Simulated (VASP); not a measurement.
Input of a VASP 6.6.1 run:

Contents of INCAR:

```
SYSTEM = HfO2
  ALGO = Normal
  EDIFF = 1E-6
  EDIFFG = -0.01
  ENCUT = 600
  GGA = RE
  IBRION = 2
  ISIF = 3
  ISMEAR = -1
  IVDW = 12
  LASPH = .TRUE.
  LCHARG = .FALSE.
  LREAL = .FALSE.
  LWAVE = .FALSE.
  NELM = 80
  NSW = 60
  PREC = Accurate
  SIGMA = 0.05
```

File KPOINTS:

```
k-points
0
G
  9 9 9
  0 0 0
```

Contents of POSCAR:

```
HfO2
1.0
    0.0000000000      2.5575000000      2.5575000000
    2.5575000000      0.0000000000      2.5575000000
    2.5575000000      2.5575000000      0.0000000000
Hf O
1 2
Direct
    0.0000000000      0.0000000000      0.0000000000
    0.7500000000      0.7500000000      0.7500000000
    0.2500000000      0.2500000000      0.2500000000
```

Potentials or basis: VASP PAW PBE potentials, release 64 (Hf_pv, O).

Run with:

```bash
$ cat potpaw_PBE.64/Hf_pv/POTCAR potpaw_PBE.64/O/POTCAR > POTCAR
$ mpirun -np 1 vasp_std > vasp.out
```

(1) What does it give for the dispersion energy per atom?

(2) Predict the space group after relaxing (to 0.1 Å).

(3) Predict the band gap on the k mesh.

(4) What does it give for the relaxed volume?

Answers

(1) -0.456 eV.

(2) Fm-3m (No. 225).

(3) 4.02 eV (least direct gap 4.15 eV).

(4) 10.72 Å³/atom.

Caveat: the PAW data sets were made with another functional, which shifts forces and pressure a little; spin-orbit coupling is left out, which moves the levels of the heavy elements; an odd mesh through Γ misses points on the zone boundary, where band edges can lie.
